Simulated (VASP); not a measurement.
Set up this calculation in VASP 6.6.1, as the native input.

```yaml
Task: single point
Functional: LDA
Potentials_or_basis: VASP PAW LDA potentials, release 64 (Ir)
Cutoff: 520 eV
k_mesh: 21 × 21 × 12
Occupations: gaussian, width 0.15 eV
Spin: collinear spin, ferromagnetic start
Starting_moments: "[0.2, 0.2] μB"
Fixed_moment: 0.4 μB
Dipole_correction: no
Further_INCAR_settings: ALGO = Fast; EDIFF = 1e-06; NBANDS = 20
```

The structure of Ir lies in POSCAR:

```
Ir
1.0
    2.7052421934      0.0000000000      0.0000000000
   -1.3526210967      2.3428084629      0.0000000000
    0.0000000000      0.0000000000      4.3862377053
Ir
2
Direct
    0.6666666667      0.3333333333      0.7500000000
    0.3333333333      0.6666666667      0.2500000000
```

These files were run (other wordings do the same):

INCAR

```
SYSTEM = Ir
ALGO = Fast ; EDIFF = 1E-6
ENCUT = 520 ; GGA = CA
ISIF = 2 ; ISMEAR = 0
ISPIN = 2 ; LASPH = .TRUE.
LCHARG = .TRUE. ; LELF = .TRUE.
LMAXMIX = 4 ; LORBIT = 11
LREAL = .FALSE. ; LVHAR = .TRUE.
LWAVE = .FALSE. ; MAGMOM = 0.2 0.2
NBANDS = 20 ; NELM = 150
NUPDOWN = 0.4 ; PREC = Accurate
SIGMA = 0.15
```

KPOINTS

```
k-points
0
G
  21 21 12
  0 0 0
```

Potentials or basis: VASP PAW LDA potentials, release 64 (Ir).

The run is started by

```sh
$ cat potpaw_LDA.64/Ir/POTCAR > POTCAR
$ mpirun -np 1 vasp_std > vasp.out
```

Results of the run:

| Item | Value |
| --- | --- |
| Pressure | 3.1 GPa |
| Net moment | 0.40 μB per cell |
| Site moments | Ir +0.19 μB |
| Valence electrons inside the program's atomic spheres | Ir 8.48 |

Caveat: the total moment is fixed, so each spin has its own Fermi level.

Run time: 4.5 min on 1 thread of Intel(R) Xeon(R) Platinum 8259CL CPU @ 2.50GHz (Skylake/Cascade Lake), on a shared host, peak memory 0.34 GiB.
